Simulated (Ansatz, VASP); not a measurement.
**GeS: VASP beside Ansatz**

```
Ge S
1.0
    10.78051    0.00000    0.00000
     0.00000    3.66783    0.00000
     0.00000    0.00000    4.45042
Ge S
4 4
Cartesian
  1.3573 0.9170 0.6005
  9.4232 2.7509 3.8500
  4.0329 2.7509 2.8257
  6.7476 0.9170 1.6248
  9.1324 0.9170 2.2366
  1.6481 2.7509 2.2138
  7.0384 2.7509 0.0114
  3.7421 0.9170 4.4390
```

Alike in both runs: functional PBE; k mesh 4 × 8 × 6; occupations gaussian, width 0.02 eV; no spin polarisation.

Ansatz relaxed the structure, and its values are those at the end. VASP's run is a single point on that final structure, the one shown.

|  | VASP | Ansatz |
| --- | --- | --- |
| version | VASP 6.6.1 | Ansatz 0.2.0 |
| potentials or method | VASP PAW PBE potentials, release 64 (Ge_d, S), cutoff 500 eV | scalar-relativistic, plane waves, PAW |
| valence electrons in the cell | 80 | 80 |

```csv
,VASP,Ansatz,Ansatz less VASP
gap on the k mesh at the Fermi level (eV),1.24,1.24,+0.004
least direct gap on the mesh (eV),1.24,1.24,+0.004
pressure (GPa),-0.1,0.0,+0.09
```
